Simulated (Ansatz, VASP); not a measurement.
# Two plane-wave programs on MgO

```
Mg O
1.0
     0.00000    2.16523    2.06673
     2.16523    0.00000    2.06673
     2.16523    2.16523    0.00000
Mg O
1 1
Direct
  0.00000 0.00000 0.00000
  0.50000 0.50000 0.50000
```

Change from the starting cell: epitaxial_xy strain +3.0%.

Alike in both runs: task single point; functional HSE06; k mesh 8 × 8 × 8; no spin polarisation.

|  | VASP | Ansatz |
| --- | --- | --- |
| version | VASP 6.6.1 | Ansatz 0.2.0 |
| potentials or method | VASP PAW PBE potentials, release 64 (Mg, O) | plane waves, PAW |
| plane-wave cutoff (eV) | 520 | 420 |
| occupations | gaussian, width 0.01 eV | fixed |
| valence electrons in the cell | 8 | 16 |

|  | VASP | Ansatz | Ansatz less VASP |
| --- | --- | --- | --- |
| gap on the k mesh at the Fermi level (eV) | 6.00 | 6.04 | +0.046 |
| pressure (GPa) | -6.4 | -6.1 | +0.36 |
| traceless stress, the component that is largest in VASP (GPa) | 5.52 | 5.44 | -0.083 |

VASP's potentials hold 8 valence electrons a cell and Ansatz's 16, so a difference there can come from the potentials and not from the codes. Ansatz's warnings: stress exchange threshold loose, stress scf threshold loose.
